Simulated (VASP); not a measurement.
# Na16H (a cell with a defect) in VASP: single point with PBE

Aim: the single point of Na16H (a cell with a defect) with PBE.

All numbers are computed with VASP 6.6.1; they aren't measurements. Logs are shortened: lines on timing, memory, paths and dates and some standing lists are left out, and cuts for length are marked.

### Step 1. The cell of the first run

The cell holds a defect, 17 atoms: a = 8.460 Å, b = 8.460 Å, c = 8.460 Å, α = 90.00°, β = 90.00°, γ = 90.00°.

### Step 2. Single point, PBE

Contents of INCAR:

```
PREC = Accurate ; ENCUT = 520
EDIFF = 1E-6 ; ISMEAR = -1
SIGMA = 0.05 ; LREAL = Auto
LASPH = T ; NELM = 100
ALGO = Normal ; ISIF = 2
LWAVE = F ; LCHARG = F
GGA = PE ; NBANDS = 70
```

Contents of KPOINTS:

```
regular mesh
0
Gamma
  2 2 2
```

Contents of POSCAR:

```
Na16H
1.0
    8.4600000000      0.0000000000      0.0000000000
    0.0000000000      8.4600000000      0.0000000000
    0.0000000000      0.0000000000      8.4600000000
Na H
16 1
Direct
   -0.0015383851     -0.0023806101      0.0021159386
    0.5001893609     -0.0121491409     -0.0076866595
   -0.0015474847      0.5015822408      0.0018733166
   -0.0010494364      0.0021246701      0.5038269113
    0.2475398667      0.2495170913      0.2450516301
    0.5001952450      0.5100948209     -0.0064748447
    0.4993268641      0.0008098434      0.4924304363
    0.7507168444      0.2495229903      0.2455349676
   -0.0010550897      0.4971099253      0.5040917233
    0.2481751879      0.7496992844      0.2573131656
    0.2512830915      0.2492556979      0.7484861198
    0.4993128440      0.4990846972      0.4931539068
    0.7512179241      0.7497116769      0.2585026255
    0.7469404107      0.2492708396      0.7480073353
    0.2560234621      0.7501796461      0.7548759898
    0.7401963459      0.7501952175      0.7567168487
    0.5018926488      0.7508128093      0.8716313887
```

Potentials or basis: VASP PAW PBE potentials, release 64 (Na_pv, H).

The run is started by

```bash
$ cat potpaw_PBE.64/Na_pv/POTCAR potpaw_PBE.64/H/POTCAR > POTCAR
$ mpirun -np 1 vasp_std > vasp.out
```

OUTCAR:

```text
PREC = Accurate
   ENCUT = 520
   EDIFF = 1E-6
   ISMEAR = -1
   LREAL = Auto
   LASPH = T
   NELM = 100
   ISIF = 2
   GGA = PE

 ion  position               nearest neighbor table
   1  0.998  0.998  0.002-
   2  0.500  0.988  0.992-
   3  0.998  0.502  0.002-
   4  0.999  0.002  0.504-
   5  0.248  0.250  0.245-
   6  0.500  0.510  0.994-
[... 9 lines left out ...]
  16  0.740  0.750  0.757-
  17  0.502  0.751  0.872-

  LATTYP: Found a simple cubic cell.
 ALAT       =     8.4600000000

  Lattice vectors:

 A1 = (   8.4600000000,   0.0000000000,   0.0000000000)
 A2 = (   0.0000000000,   8.4600000000,   0.0000000000)
 A3 = (   0.0000000000,   0.0000000000,   8.4600000000)

Analysis of symmetry for initial positions (statically):
=====================================================================
 Subroutine PRICEL returns:
 Original cell was already a primitive cell.

 Routine SETGRP: Setting up the symmetry group for a
 simple cubic supercell.

 Subroutine GETGRP returns: Found  1 space group operations
 (whereof  1 operations were pure point group operations)
 out of a pool of 48 trial point group operations.

The static configuration has the point symmetry C_1 .

Analysis of symmetry for dynamics (positions and initial velocities):
=====================================================================
 Subroutine PRICEL returns:
 Original cell was already a primitive cell.

 Routine SETGRP: Setting up the symmetry group for a
 simple cubic supercell.

 Subroutine GETGRP returns: Found  1 space group operations
 (whereof  1 operations were pure point group operations)
 out of a pool of 48 trial point group operations.

The dynamic configuration has the point symmetry C_1 .

 Subroutine INISYM returns: Found  1 space group operations
 (whereof  1 operations are pure point group operations),
 and found     1 'primitive' translations

----------------------------------------------------------------------------------------

                                     Primitive cell

  volume of cell :     605.4957

  direct lattice vectors                    reciprocal lattice vectors
     8.460000000  0.000000000  0.000000000     0.118203310  0.000000000  0.000000000
     0.000000000  8.460000000  0.000000000     0.000000000  0.118203310  0.000000000
     0.000000000  0.000000000  8.460000000     0.000000000  0.000000000  0.118203310

  length of vectors
     8.460000000  8.460000000  8.460000000     0.118203310  0.118203310  0.118203310

  position of ions in fractional coordinates (direct lattice)
     0.998461615  0.997619390  0.002115939
     0.500189361  0.987850859  0.992313340
     0.998452515  0.501582241  0.001873317
     0.998950564  0.002124670  0.503826911
     0.247539867  0.249517091  0.245051630
     0.500195245  0.510094821  0.993525155
[... 9 lines left out ...]
     0.740196346  0.750195217  0.756716849
     0.501892649  0.750812809  0.871631389

  ion indices of the primitive-cell ions
   primitive index   ion index
                 1           1
                 2           2
                 3           3
                 4           4
                 5           5
                 6           6
[... 9 lines left out ...]
                16          16
                17          17

----------------------------------------------------------------------------------------

 KPOINTS: regular mesh

Automatic generation of k-mesh.
 Grid dimensions read from file:
 generate k-points for:    2    2    2

 Generating k-lattice:

  Cartesian coordinates                     Fractional coordinates (reciprocal lattice)
     0.059101655  0.000000000  0.000000000     0.500000000  0.000000000  0.000000000
     0.000000000  0.059101655  0.000000000     0.000000000  0.500000000  0.000000000
     0.000000000  0.000000000  0.059101655     0.000000000  0.000000000  0.500000000

  Length of vectors
     0.059101655  0.059101655  0.059101655

  Shift w.r.t. Gamma in fractional coordinates (k-lattice)
     0.000000000  0.000000000  0.000000000

 Subroutine IBZKPT returns following result:
 ===========================================

 Found      8 irreducible k-points:

 Following reciprocal coordinates:
            Coordinates               Weight
  0.000000  0.000000  0.000000      1.000000
  0.500000  0.000000  0.000000      1.000000
  0.000000  0.500000  0.000000      1.000000
  0.000000  0.000000  0.500000      1.000000
  0.500000  0.500000  0.000000      1.000000
  0.000000  0.500000  0.500000      1.000000
  0.500000  0.000000  0.500000      1.000000
  0.500000  0.500000  0.500000      1.000000
   k-points           NKPTS =      8   k-points in BZ     NKDIM =      8   number of bands    NBANDS=     70
   number of dos      NEDOS =    301   number of ions     NIONS =     17
   total plane-waves  NPLWV = 262144
   dimension x,y,z NGX =    64 NGY =   64 NGZ =   64
   dimension x,y,z NGXF=   128 NGYF=  128 NGZF=  128
   ions per type =              16   1
   NGX,Y,Z   is equivalent  to a cutoff of  12.58, 12.58, 12.58 a.u.
   NGXF,Y,Z  is equivalent  to a cutoff of  25.15, 25.15, 25.15 a.u.
 SYSTEM =  unknown system
   PREC   = accura    normal or accurate (medium, high low for compatibility)
   ISTART =      0    job   : 0-new  1-cont  2-samecut
   ICHARG =      2    charge: 1-file 2-atom 10-const
   ISPIN  =      1    spin polarized calculation?
   LNONCOLLINEAR =      F non collinear calculations
   LSORBIT =      F    spin-orbit coupling
   LASPH  =      T    aspherical Exc in radial PAW
   ENCUT  =  520.0 eV  38.22 Ry    6.18 a.u.  15.73 15.73 15.73*2*pi/ulx,y,z
   NELM   =    100;   NELMIN=  2; NELMDL= -5     # of ELM steps
   EDIFF  = 0.1E-05   stopping-criterion for ELM
   LREAL  =      T    real-space projection
   EDIFFG = 0.1E-04   stopping-criterion for IOM
   NSW    =      0    number of steps for IOM
   IBRION =     -1    ionic relax: 0-MD 1-quasi-New 2-CG
   NFREE  =      0    steps in history (QN), initial steepest desc. (CG)
   ISIF   =      2    stress and relaxation
   ISYM   =      2    0-nonsym 1-usesym 2-fastsym
   POTIM  = 0.5000    time-step for ionic-motion
   TEBEG  =    0.0;   TEEND  =   0.0 temperature during run
   PSTRESS=    0.0 pullay stress
   NELECT =     113.0000    total number of electrons
   NUPDOWN=      -1.0000    fix difference up-down
   EMIN   =  10.00;   EMAX   =-10.00  energy-range for DOS
   EFERMI =   0.00;   METHOD = LEGACY
   ISMEAR =    -1;   SIGMA  =   0.05  broadening in eV -4-tet -1-fermi 0-gaus
   EFERMI_NEDOS =   21; number of points for ismear=-14 and -15
   IALGO  =     38    algorithm
   IMIX   =      4    mixing-type and parameters
     AMIX     =   0.40;   BMIX     =  1.00
     AMIX_MAG =   1.60;   BMIX_MAG =  1.00
  volume/ion in A,a.u.               =      35.62       240.36
  Fermi-wavevector in a.u.,A,eV,Ry     =   0.935543  1.767921 11.908383  0.875241
  Thomas-Fermi vector in A             =   2.062462
   LORBIT       =      0    0 simple, 1 ext, 2 COOP (PROOUT), +10 PAW based schemes
   GGA     = PE    functional components
   LHFCALC =     F    Hartree Fock is set to
   AEXX    =    0.0000 exact exchange contribution
   IVDW    =     0    specifies the selected vdW correction
   LEPSILON=     F    determine dielectric tensor
   LRPA    =     F    only Hartree local field effects (RPA)
 non-spin polarized calculation
  energy-cutoff  :      520.00
  volume of cell :      605.50
 maximum number of plane-waves:     16384
 NGX is ok and might be reduce to    64
   NGX = 31   NGY = 31   NGZ = 31

 number of electron     112.9999997 magnetization

 Free energy of the ion-electron system (eV)
  ---------------------------------------------------
  ext. energy  EPLUGINS =         0.00000000
  ---------------------------------------------------
  free energy    TOTEN  =       -23.98954761 eV

  energy without entropy =      -23.81918198  energy(sigma->0) =      -23.90436479

 E-fermi :   0.1786     XC(G=0):  -6.4704

 val. band max:        0.0043658356   @ k =   0.0000   0.0000   0.0000
 cond. band min:       0.1957625771   @ k =   0.0000   0.5000   0.5000
 fundamental gap:      0.1913967415
 Fermi energy:         0.1785647721

 k-point     1 :       0.0000    0.0000    0.0000
  band No.  band energies     occupation
      1     -24.6981      2.00000
      2     -24.6943      2.00000
      3     -24.6916      2.00000
      4     -24.6900      2.00000
      5     -24.6880      2.00000
      6     -24.6864      2.00000
[... 60 lines left out ...]
     67       1.4840      0.00000
     68       2.4377      0.00000

 k-point     2 :       0.5000    0.0000    0.0000
  band No.  band energies     occupation
      1     -24.6980      2.00000
      2     -24.6942      2.00000
      3     -24.6902      2.00000
      4     -24.6898      2.00000
      5     -24.6876      2.00000
      6     -24.6859      2.00000
[... 60 lines left out ...]
     67       1.9878      0.00000
     68       1.9978      0.00000

 k-point     3 :       0.0000    0.5000    0.0000
  band No.  band energies     occupation
      1     -24.6971      2.00000
      2     -24.6947      2.00000
      3     -24.6908      2.00000
      4     -24.6893      2.00000
      5     -24.6875      2.00000
      6     -24.6869      2.00000
[... 60 lines left out ...]
     67       1.9888      0.00000
     68       2.0005      0.00000

 k-point     4 :       0.0000    0.0000    0.5000
  band No.  band energies     occupation
      1     -24.6980      2.00000
      2     -24.6941      2.00000
      3     -24.6913      2.00000
      4     -24.6898      2.00000
      5     -24.6878      2.00000
      6     -24.6862      2.00000
[... 60 lines left out ...]
     67       1.9905      0.00000
     68       1.9909      0.00000

 k-point     5 :       0.5000    0.5000    0.0000
  band No.  band energies     occupation
      1     -24.6970      2.00000
      2     -24.6947      2.00000
      3     -24.6900      2.00000
      4     -24.6889      2.00000
      5     -24.6874      2.00000
      6     -24.6866      2.00000
[... 60 lines left out ...]
     67       2.5028      0.00000
     68       2.5343      0.00000

 k-point     6 :       0.0000    0.5000    0.5000
  band No.  band energies     occupation
      1     -24.6970      2.00000
      2     -24.6947      2.00000
      3     -24.6908      2.00000
      4     -24.6893      2.00000
      5     -24.6875      2.00000
      6     -24.6869      2.00000
[... 60 lines left out ...]
     67       2.5065      0.00000
     68       2.5227      0.00000

 k-point     7 :       0.5000    0.0000    0.5000
  band No.  band energies     occupation
      1     -24.6979      2.00000
      2     -24.6941      2.00000
      3     -24.6901      2.00000
      4     -24.6899      2.00000
      5     -24.6876      2.00000
      6     -24.6859      2.00000
[... 60 lines left out ...]
     67       2.5046      0.00000
     68       2.5209      0.00000

 k-point     8 :       0.5000    0.5000    0.5000
  band No.  band energies     occupation
      1     -24.6969      2.00000
      2     -24.6946      2.00000
      3     -24.6900      2.00000
      4     -24.6887      2.00000
      5     -24.6873      2.00000
      6     -24.6864      2.00000
[... 60 lines left out ...]
     67       2.5015      0.00000
     68       2.5103      0.00000
 [bands above 68 left out]

------------------------ aborting loop because EDIFF is reached ----------------------------------------

  FORCE on cell =-STRESS in cart. coord.  units (eV):
  Direction    XX          YY          ZZ          XY          YZ          ZX
  --------------------------------------------------------------------------------------
  -------------------------------------------------------------------------------------
  Total       -0.4630970     -0.4545845     -0.5418769     -0.0006367      0.0258582     -0.0483997
  in kB       -1.2253819     -1.2028573     -1.4338380     -0.0016848      0.0684224     -0.1280685
  external PRESSURE =      -1.2873591 kB  Pullay stress =       0.0000000 kB

 VOLUME and BASIS-vectors are now :
 -----------------------------------------------------------------------------
  energy-cutoff  :      520.00
  volume of cell :      605.50
      direct lattice vectors                 reciprocal lattice vectors
     8.460000000  0.000000000  0.000000000     0.118203310  0.000000000  0.000000000
     0.000000000  8.460000000  0.000000000     0.000000000  0.118203310  0.000000000
     0.000000000  0.000000000  8.460000000     0.000000000  0.000000000  0.118203310

 POSITION                                       TOTAL-FORCE (eV/Angst)
 -----------------------------------------------------------------------------------
      8.44699      8.43986      0.01790         0.003532     -0.010565     -0.004435
      4.23160      8.35722      8.39497        -0.005096      0.037912      0.037831
      8.44691      4.24339      0.01585         0.003215      0.011423     -0.004166
      8.45112      0.01797      4.26238         0.000172      0.004776      0.003753
      2.09419      2.11091      2.07314        -0.001993      0.000053     -0.003825
      4.23165      4.31540      8.40522        -0.004672     -0.005839      0.016690
[... 9 lines left out ...]
      6.26206      6.34665      6.40182         0.045636     -0.003263     -0.046016
      4.24601      6.35188      7.37400        -0.051907     -0.025911     -0.002128
 -----------------------------------------------------------------------------------
    total drift:                               -0.001447      0.000359      0.000083

  FREE ENERGIE OF THE ION-ELECTRON SYSTEM (eV)
  ---------------------------------------------------
  free  energy   TOTEN  =       -23.9895476079 eV

  energy  without entropy=      -23.8191819777  energy(sigma->0) =      -23.90436479
```

Run time: 4.8 min. Hardware: 1 thread of Intel Xeon Platinum 8259CL at 2.50GHz (Skylake/Cascade Lake), shared host; peak memory 0.64 GiB.

What came out:

* Free energy: -23.9895 eV
* Pressure: -0.1 GPa
* Largest force: 0.065 eV/Å
* Band gap on the k mesh: zero (an odd number of electrons rules out a gap without spin polarisation)

Forces in eV/Å, atoms in the order of the input:
```
Na   0.004 -0.011 -0.004
Na  -0.005  0.038  0.038
Na   0.003  0.011 -0.004
Na   0.000  0.005  0.004
Na  -0.002  0.000 -0.004
Na  -0.005 -0.006  0.017
Na  -0.001  0.004 -0.005
Na   0.003  0.000 -0.004
Na   0.000 -0.004  0.003
Na  -0.011  0.000  0.007
Na   0.011  0.002  0.005
Na  -0.001 -0.007 -0.006
Na   0.005  0.000  0.005
Na  -0.010  0.002  0.005
Na   0.013 -0.003 -0.008
Na   0.046 -0.003 -0.046
H   -0.052 -0.026 -0.002
```

Levels at points of the mesh, in eV from the Fermi level:
```
           k point  band 54  band 55  band 56  band 57  band 58  band 59
(0.00, 0.00, 0.00)    -1.00    -0.96    -0.17     0.84     0.86     0.86
(0.50, 0.00, 0.00)    -0.49    -0.48    -0.48    -0.46    -0.45     0.52
(0.00, 0.50, 0.00)    -0.49    -0.48    -0.47    -0.46    -0.45     0.52
(0.00, 0.00, 0.50)    -0.48    -0.48    -0.48    -0.47    -0.44     0.49
(0.50, 0.50, 0.00)     0.03     0.03     0.04     0.04     0.04     0.05
(0.00, 0.50, 0.50)     0.02     0.03     0.03     0.03     0.03     0.05
(0.50, 0.00, 0.50)     0.02     0.03     0.03     0.03     0.03     0.04
(0.50, 0.50, 0.50)    -1.51    -1.50    -1.49     0.14     2.28     2.29
```

Caveat: the k points lie up to 0.37 Å⁻¹ apart, too coarse for converged energies and pressures of a metal.
